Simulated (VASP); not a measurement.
# Be in VASP: a series of runs

Runs on Be. Level: PBE. Tasks: single point.

Program: VASP 6.6.1. These are calculated values, not measurements. Logs are shortened: lines on timing, memory, paths and dates and some standing lists are left out, and cuts for length are marked.

## Step 1: The cell of the first run

The cell holds a sheet with vacuum, 1 atom: a = 1.772 Å, b = 1.772 Å, c = 14.000 Å, α = 90.00°, β = 90.00°, γ = 97.56°.

## Step 2: Single point, PBE

Contents of INCAR:

```
PREC = Accurate ; ENCUT = 520
EDIFF = 1E-6 ; ISMEAR = 0
SIGMA = 0.1 ; LREAL = False
LASPH = True ; NELM = 100
ALGO = Normal ; ISIF = 2
LWAVE = False ; LCHARG = True
LDIPOL = True ; IDIPOL = 3
DIPOL = 0.5 0.5 0.500 ; GGA = PE
LELF = True ; LVHAR = True
LVACPOTAV = True ; NBANDS = 7
```

Contents of KPOINTS:

```
Automatic mesh
0
Gamma
  10 10 1
```

Contents of POSCAR:

```
Be
1.0
    1.7722800000      0.0000000000      0.0000000000
   -0.2330650000      1.7568890000      0.0000000000
    0.0000000000      0.0000000000     14.0000000000
Be
1
Direct
    0.5000000000      0.5000000000      0.5000000000
```

Potentials or basis: VASP PAW PBE potentials, release 64 (Be).

Run with:

```sh
> cat potpaw_PBE.64/Be/POTCAR > POTCAR
> mpirun -np 1 vasp_std > vasp.out
```

OUTCAR:

```text
PREC = Accurate
   ENCUT = 520
   EDIFF = 1E-6
   ISMEAR = 0
   LREAL = False
   LASPH = True
   NELM = 100
   ISIF = 2
   GGA = PE

 ion  position               nearest neighbor table
   1  0.500  0.500  0.500-

  LATTYP: Found a base centered orthorhombic cell.
 ALAT       =     2.3357743415
 B/A-ratio  =     1.1414184522
 C/A-ratio  =     5.9937296815

  Lattice vectors:

 A1 = (   1.7722800000,   0.0000000000,   0.0000000000)
 A2 = (  -0.2330650000,   1.7568890000,   0.0000000000)
 A3 = (   0.0000000000,   0.0000000000,  14.0000000000)

Analysis of symmetry for initial positions (statically):
=====================================================================
 Subroutine PRICEL returns:
 Original cell was already a primitive cell.

 Routine SETGRP: Setting up the symmetry group for a
 base centered orthorhombic supercell.

 Subroutine GETGRP returns: Found  8 space group operations
 (whereof  8 operations were pure point group operations)
 out of a pool of  8 trial point group operations.

The static configuration has the point symmetry D_2h.

Analysis of symmetry for dynamics (positions and initial velocities):
=====================================================================
 Subroutine PRICEL returns:
 Original cell was already a primitive cell.

 Routine SETGRP: Setting up the symmetry group for a
 base centered orthorhombic supercell.

 Subroutine GETGRP returns: Found  8 space group operations
 (whereof  8 operations were pure point group operations)
 out of a pool of  8 trial point group operations.

The dynamic configuration has the point symmetry D_2h.

 Subroutine INISYM returns: Found  8 space group operations
 (whereof  8 operations are pure point group operations),
 and found     1 'primitive' translations

----------------------------------------------------------------------------------------

                                     Primitive cell

  volume of cell :      43.5918

  direct lattice vectors                    reciprocal lattice vectors
     1.772280000  0.000000000  0.000000000     0.564244927  0.074851481  0.000000000
    -0.233065000  1.756889000  0.000000000     0.000000000  0.569187923  0.000000000
     0.000000000  0.000000000 14.000000000     0.000000000  0.000000000  0.071428571

  length of vectors
     1.772280000  1.772280523 14.000000000     0.569188091  0.569187923  0.071428571

  position of ions in fractional coordinates (direct lattice)
     0.500000000  0.500000000  0.500000000

  ion indices of the primitive-cell ions
   primitive index   ion index
                 1           1

----------------------------------------------------------------------------------------

 KPOINTS: Automatic mesh

Automatic generation of k-mesh.
 Grid dimensions read from file:
 generate k-points for:   10   10    1

 Generating k-lattice:

  Cartesian coordinates                     Fractional coordinates (reciprocal lattice)
     0.056424493  0.007485148  0.000000000     0.100000000 -0.000000000  0.000000000
     0.000000000  0.056918792  0.000000000     0.000000000  0.100000000  0.000000000
     0.000000000  0.000000000  0.071428571     0.000000000  0.000000000  1.000000000

  Length of vectors
     0.056918809  0.056918792  0.071428571

  Shift w.r.t. Gamma in fractional coordinates (k-lattice)
     0.000000000  0.000000000  0.000000000

 Subroutine IBZKPT returns following result:
 ===========================================

 Found     31 irreducible k-points:

 Following reciprocal coordinates:
            Coordinates               Weight
  0.000000  0.000000  0.000000      1.000000
  0.100000  0.000000  0.000000      4.000000
  0.200000  0.000000  0.000000      4.000000
  0.300000  0.000000  0.000000      4.000000
  0.400000  0.000000  0.000000      4.000000
  0.500000  0.000000  0.000000      2.000000
[... 16 lines left out ...]
  0.300000  0.300000  0.000000      2.000000
  0.400000  0.300000  0.000000      4.000000
 [... further k-points ...]
   k-points           NKPTS =     31   k-points in BZ     NKDIM =     31   number of bands    NBANDS=      7
   number of dos      NEDOS =    301   number of ions     NIONS =      1
   total plane-waves  NPLWV =  21168
   dimension x,y,z NGX =    14 NGY =   14 NGZ =  108
   dimension x,y,z NGXF=    28 NGYF=   28 NGZF=  216
   ions per type =               1
   NGX,Y,Z   is equivalent  to a cutoff of  13.13, 13.13, 12.82 a.u.
   NGXF,Y,Z  is equivalent  to a cutoff of  26.26, 26.26, 25.65 a.u.
 SYSTEM =  unknown system
   PREC   = accura    normal or accurate (medium, high low for compatibility)
   ISTART =      0    job   : 0-new  1-cont  2-samecut
   ICHARG =      2    charge: 1-file 2-atom 10-const
   ISPIN  =      1    spin polarized calculation?
   LNONCOLLINEAR =      F non collinear calculations
   LSORBIT =      F    spin-orbit coupling
   LASPH  =      T    aspherical Exc in radial PAW
   ENCUT  =  520.0 eV  38.22 Ry    6.18 a.u.   3.30  3.30 26.03*2*pi/ulx,y,z
   NELM   =    100;   NELMIN=  2; NELMDL= -5     # of ELM steps
   EDIFF  = 0.1E-05   stopping-criterion for ELM
   LREAL  =      F    real-space projection
   EDIFFG = 0.1E-04   stopping-criterion for IOM
   NSW    =      0    number of steps for IOM
   IBRION =     -1    ionic relax: 0-MD 1-quasi-New 2-CG
   NFREE  =      0    steps in history (QN), initial steepest desc. (CG)
   ISIF   =      2    stress and relaxation
   ISYM   =      2    0-nonsym 1-usesym 2-fastsym
   POTIM  = 0.5000    time-step for ionic-motion
   TEBEG  =    0.0;   TEEND  =   0.0 temperature during run
   PSTRESS=    0.0 pullay stress
   NELECT =       2.0000    total number of electrons
   NUPDOWN=      -1.0000    fix difference up-down
   EMIN   =  10.00;   EMAX   =-10.00  energy-range for DOS
   EFERMI =   0.00;   METHOD = LEGACY
   ISMEAR =     0;   SIGMA  =   0.10  broadening in eV -4-tet -1-fermi 0-gaus
   EFERMI_NEDOS =   21; number of points for ismear=-14 and -15
   IALGO  =     38    algorithm
   IMIX   =      4    mixing-type and parameters
     AMIX     =   0.40;   BMIX     =  1.00
     AMIX_MAG =   1.60;   BMIX_MAG =  1.00
  volume/ion in A,a.u.               =      43.59       294.17
  Fermi-wavevector in a.u.,A,eV,Ry     =   0.586071  1.107513  4.673312  0.343479
  Thomas-Fermi vector in A             =   1.632409
   LORBIT       =      0    0 simple, 1 ext, 2 COOP (PROOUT), +10 PAW based schemes
   GGA     = PE    functional components
   LHFCALC =     F    Hartree Fock is set to
   AEXX    =    0.0000 exact exchange contribution
   IVDW    =     0    specifies the selected vdW correction
   LEPSILON=     F    determine dielectric tensor
   LRPA    =     F    only Hartree local field effects (RPA)
 non-spin polarized calculation
 Gauss-broadening in eV      SIGMA  =   0.10
  energy-cutoff  :      520.00
  volume of cell :       43.59
 maximum number of plane-waves:      1194
 NGX is ok and might be reduce to    14
   NGX =  7   NGY =  7   NGZ = 53

 dipolmoment           0.000000      0.000000     -0.000000 electrons x Angstroem

 number of electron       2.0000000 magnetization

 dipolmoment           0.000000      0.000000      0.000000 electrons x Angstroem

 Free energy of the ion-electron system (eV)
  ---------------------------------------------------
  ext. energy  EPLUGINS =         0.00000000
  ---------------------------------------------------
  free energy    TOTEN  =        -2.31125752 eV

  energy without entropy =       -2.31124767  energy(sigma->0) =       -2.31125260

 E-fermi :  -3.2085     XC(G=0):  -3.0073

 val. band max:       -3.4560335302   @ k =  -0.2000   0.1000   0.0000
 cond. band min:      -2.9609639391   @ k =   0.2000   0.1000   0.0000
 fundamental gap:      0.4950695910
 Fermi energy:        -3.2084987570

 k-point     1 :       0.0000    0.0000    0.0000
  band No.  band energies     occupation
      1     -10.5315      2.00000
      2      -5.5941      2.00000
      3       1.0210      0.00000
      4       1.9807      0.00000
      5       2.6147      0.00000
      6       5.1147      0.00000
      7       5.7973      0.00000

 k-point     2 :       0.1000    0.0000    0.0000
  band No.  band energies     occupation
      1     -10.2356      2.00000
      2      -5.1160      2.00000
      3       1.4784      0.00000
      4       2.4662      0.00000
      5       3.0823      0.00000
      6       5.5988      0.00000
      7       6.2370      0.00000

 k-point     3 :       0.2000    0.0000    0.0000
  band No.  band energies     occupation
      1      -9.3767      2.00000
      2      -3.6858      2.00000
      3       2.8256      0.00000
      4       3.9217      0.00000
      5       4.4719      0.00000
      6       7.0486      0.00000
      7       7.4880      0.00000

 k-point     4 :       0.3000    0.0000    0.0000
  band No.  band energies     occupation
      1      -8.0651      2.00000
      2      -1.3214      0.00000
      3       4.7655      0.00000
      4       6.3404      0.00000
      5       6.5955      0.00000
      6       8.3856      0.00000
      7       9.4468      0.00000

 k-point     5 :       0.4000    0.0000    0.0000
  band No.  band energies     occupation
      1      -6.6134      2.00000
      2       1.8923      0.00000
      3       4.1509      0.00000
      4       8.9706      0.00000
      5       9.6238      0.00000
      6      10.4692      0.00000
      7      11.8341      0.00000
[... 161 lines left out ...]
 k-point    22 :      -0.2000    0.2000    0.0000
  band No.  band energies     occupation
      1      -8.4320      2.00000
      2      -2.2737      0.00000
      3       4.2125      0.00000
      4       5.3534      0.00000
      5       5.8875      0.00000
      6       8.4765      0.00000
      7       8.9139      0.00000

 k-point    23 :       0.3000    0.3000    0.0000
  band No.  band energies     occupation
      1      -4.2940      2.00000
      2       3.9924      0.00000
      3       4.5820      0.00000
      4      10.1739      0.00000
      5      11.8101      0.00000
      6      12.1653      0.00000
      7      14.4607      0.00000

 k-point    24 :       0.4000    0.3000    0.0000
  band No.  band energies     occupation
      1      -2.2545      0.00000
      2       2.7070      0.00000
      3       7.3640      0.00000
      4      13.3585      0.00000
      5      14.0319      0.00000
      6      15.4323      0.00000
      7      15.8925      0.00000

 [... further k-points ...]
[... 5 lines left out ...]
  --------------------------------------------------------------------------------------
  -------------------------------------------------------------------------------------
  Total        3.2870189      3.0971969     -0.0002210     -0.7154643      0.0000000      0.0000000
  in kB      120.8114471    113.8347103     -0.0081233    -26.2962525      0.0000000      0.0000000
  external PRESSURE =      78.2126780 kB  Pullay stress =       0.0000000 kB

 VOLUME and BASIS-vectors are now :
 -----------------------------------------------------------------------------
  energy-cutoff  :      520.00
  volume of cell :       43.59
      direct lattice vectors                 reciprocal lattice vectors
     1.772280000  0.000000000  0.000000000     0.564244927  0.074851481  0.000000000
    -0.233065000  1.756889000  0.000000000     0.000000000  0.569187923  0.000000000
     0.000000000  0.000000000 14.000000000     0.000000000  0.000000000  0.071428571

 POSITION                                       TOTAL-FORCE (eV/Angst)
 -----------------------------------------------------------------------------------
      0.76961      0.87844      7.00000        -0.000000      0.000000      0.000000
 -----------------------------------------------------------------------------------
    total drift:                                0.000000      0.000000     -0.000000

  FREE ENERGIE OF THE ION-ELECTRON SYSTEM (eV)
  ---------------------------------------------------
  free  energy   TOTEN  =        -2.3112575238 eV

  energy  without entropy=       -2.3112476737  energy(sigma->0) =       -2.31125260

 vacuum level on the upper side and lower side of the slab         1.994         1.994
```

It took 11 s on 1 thread of AMD EPYC 7R13 (Zen 3), shared host; peak memory 0.11 GiB.

What came out:

| Property | Result |
| --- | --- |
| Free energy | -2.3113 eV |
| Band gap on the k mesh | zero (band 1 reaches 0.74 eV, above the bottom of band 2 at -5.59 eV) |

Levels at points of the mesh, in eV from the Fermi level:
```tsv
k point	band 1	band 2	band 3	band 4	band 5	band 6
(0.00, 0.00, 0.00)	-7.32	-2.39	4.23	5.19	5.82	8.32
(0.50, 0.00, 0.00)	-2.65	6.22	7.93	11.48	15.83	16.58
(0.50, 0.50, 0.00)	3.50	8.70	12.86	16.02	19.84	21.68
```

## Step 3: Single point, PBE

Contents of INCAR:

```
SYSTEM = Be
ALGO = Normal
DIPOL = 0.5 0.5 0.500
EDIFF = 1E-6
ENCUT = 520
GGA = PE
IDIPOL = 3
ISIF = 2
ISMEAR = 0
LASPH = .TRUE.
LCHARG = .FALSE.
LDIPOL = .TRUE.
LREAL = .FALSE.
LWAVE = .FALSE.
NBANDS = 7
NELM = 60
PREC = Accurate
SIGMA = 0.1
```

Contents of KPOINTS:

```
k-points
0
G
  10 10 1
  0 0 0
```

POSCAR is that of step 2.

Potentials or basis: VASP PAW PBE potentials, release 64 (Be).

Run with:

```sh
> cat potpaw_PBE.64/Be/POTCAR > POTCAR
> mpirun -np 1 vasp_std > vasp.out
```

OUTCAR:

```text
SYSTEM = Be
   EDIFF = 1E-6
   ENCUT = 520
   GGA = PE
   ISIF = 2
   ISMEAR = 0
   LASPH = .TRUE.
   LREAL = .FALSE.
   NELM = 60
   PREC = Accurate

 ion  position               nearest neighbor table
   1  0.500  0.500  0.500-

  LATTYP: Found a base centered orthorhombic cell.
 ALAT       =     2.3357743415
 B/A-ratio  =     1.1414184522
 C/A-ratio  =     5.9937296815

  Lattice vectors:

 A1 = (   1.7722800000,   0.0000000000,   0.0000000000)
 A2 = (  -0.2330650000,   1.7568890000,   0.0000000000)
 A3 = (   0.0000000000,   0.0000000000,  14.0000000000)

Analysis of symmetry for initial positions (statically):
=====================================================================
 Subroutine PRICEL returns:
 Original cell was already a primitive cell.

 Routine SETGRP: Setting up the symmetry group for a
 base centered orthorhombic supercell.

 Subroutine GETGRP returns: Found  8 space group operations
 (whereof  8 operations were pure point group operations)
 out of a pool of  8 trial point group operations.

The static configuration has the point symmetry D_2h.

Analysis of symmetry for dynamics (positions and initial velocities):
[... 168 lines left out ...]

 k-point     1 :       0.0000    0.0000    0.0000
  band No.  band energies     occupation
      1     -10.5315      2.00000
      2      -5.5941      2.00000
      3       1.0210      0.00000
      4       1.9807      0.00000
      5       2.6147      0.00000
      6       5.1147      0.00000
      7       5.7973      0.00000
[... 221 lines left out ...]
 k-point    24 :       0.4000    0.3000    0.0000
  band No.  band energies     occupation
      1      -2.2545      0.00000
      2       2.7070      0.00000
      3       7.3640      0.00000
      4      13.3585      0.00000
      5      14.0319      0.00000
      6      15.4323      0.00000
      7      15.8925      0.00000

 [... further k-points ...]

------------------------ aborting loop because EDIFF is reached ----------------------------------------

 vacuum level on the upper side and lower side of the slab       (xc-potential included)        -0.124        -0.124

  FORCE on cell =-STRESS in cart. coord.  units (eV):
  Direction    XX          YY          ZZ          XY          YZ          ZX
  --------------------------------------------------------------------------------------
  -------------------------------------------------------------------------------------
  Total        3.2870189      3.0971969     -0.0002210     -0.7154643      0.0000000      0.0000000
  in kB      120.8114471    113.8347103     -0.0081233    -26.2962525      0.0000000      0.0000000
  external PRESSURE =      78.2126780 kB  Pullay stress =       0.0000000 kB

 VOLUME and BASIS-vectors are now :
 -----------------------------------------------------------------------------
  energy-cutoff  :      520.00
  volume of cell :       43.59
      direct lattice vectors                 reciprocal lattice vectors
     1.772280000  0.000000000  0.000000000     0.564244927  0.074851481  0.000000000
    -0.233065000  1.756889000  0.000000000     0.000000000  0.569187923  0.000000000
     0.000000000  0.000000000 14.000000000     0.000000000  0.000000000  0.071428571

 POSITION                                       TOTAL-FORCE (eV/Angst)
 -----------------------------------------------------------------------------------
      0.76961      0.87844      7.00000        -0.000000      0.000000      0.000000
 -----------------------------------------------------------------------------------
    total drift:                                0.000000      0.000000     -0.000000

  FREE ENERGIE OF THE ION-ELECTRON SYSTEM (eV)
  ---------------------------------------------------
  free  energy   TOTEN  =        -2.3112575238 eV

  energy  without entropy=       -2.3112476737  energy(sigma->0) =       -2.31125260

 vacuum level on the upper side and lower side of the slab         1.910         1.910
```

stdout:

```text
POSCAR found type information on POSCAR Be
 POSCAR found :  1 types and       1 ions
 scaLAPACK will be used
 LDA part: xc-table for (Slater+PW92), standard interpolation
 POSCAR, INCAR and KPOINTS ok, starting setup
 FFT: planning ... GRIDC
 FFT: planning ... GRID_SOFT
 FFT: planning ... GRID
 WAVECAR not read
 entering main loop
```

It took 10 s on 1 thread of AMD EPYC 7R13 (Zen 3), shared host; peak memory 0.11 GiB.

Results:

```yaml
Free_energy: -2.3113 eV
Band_gap_on_the_k_mesh: zero (band 1 reaches 0.74 eV, above the bottom of band 2 at -5.59 eV)
```
